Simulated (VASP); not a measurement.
Input of a VASP 6.6.1 run:

POSCAR

```
CaO
1.0
    2.9221339385      0.0000000000      0.0000000000
    0.0000000000      2.9221339385      0.0000000000
    0.0000000000      0.0000000000      2.9221339385
Ca O
1 1
Direct
    0.0000000000      0.0000000000      0.0000000000
    0.5000000000      0.5000000000      0.5000000000
```

File INCAR.step1:

```
SYSTEM = CaO
PREC = Accurate
ENCUT = 1480
ISMEAR = 0
SIGMA = 0.05
LREAL = .FALSE.
LASPH = .TRUE.
NELM = 120
NBANDS = 15
GGA = PE
ALGO = Normal
EDIFF = 1E-5
LWAVE = .TRUE.
LCHARG = .FALSE.
GGA_COMPAT = .FALSE.
```

Contents of INCAR.step2:

```
SYSTEM = CaO
PREC = Accurate
ENCUT = 1480
EDIFF = 1E-6
ISMEAR = 0
SIGMA = 0.05
LREAL = .FALSE.
LASPH = .TRUE.
NELM = 120
ALGO = Normal
ISIF = 2
LWAVE = .FALSE.
LCHARG = .FALSE.
METAGGA = R2SCAN
LMIXTAU = .TRUE.
NBANDS = 15
ISTART = 1
GGA_COMPAT = .FALSE.
```

KPOINTS

```
Automatic mesh
0
G
  8 8 8
  0 0 0
```

Potentials or basis: VASP PAW PBE potentials, release 64 (Ca_sv, O_h).

Launch:

```sh
$ cat potpaw_PBE.64/Ca_sv/POTCAR potpaw_PBE.64/O_h/POTCAR > POTCAR
$ cp INCAR.step1 INCAR
$ mpirun -np 1 vasp_std > vasp.out
$ cp INCAR.step2 INCAR
$ mpirun -np 1 vasp_std > vasp.out
```

Question: What does it give for the band gap on the k mesh?

Answer: 3.29 eV (least direct gap 3.59 eV).

Question: Predict the pressure.

Answer: -1.3 GPa.

Caveat: the PAW data sets were made with another functional, which shifts forces and pressure a little. A k mesh can miss the band edges.
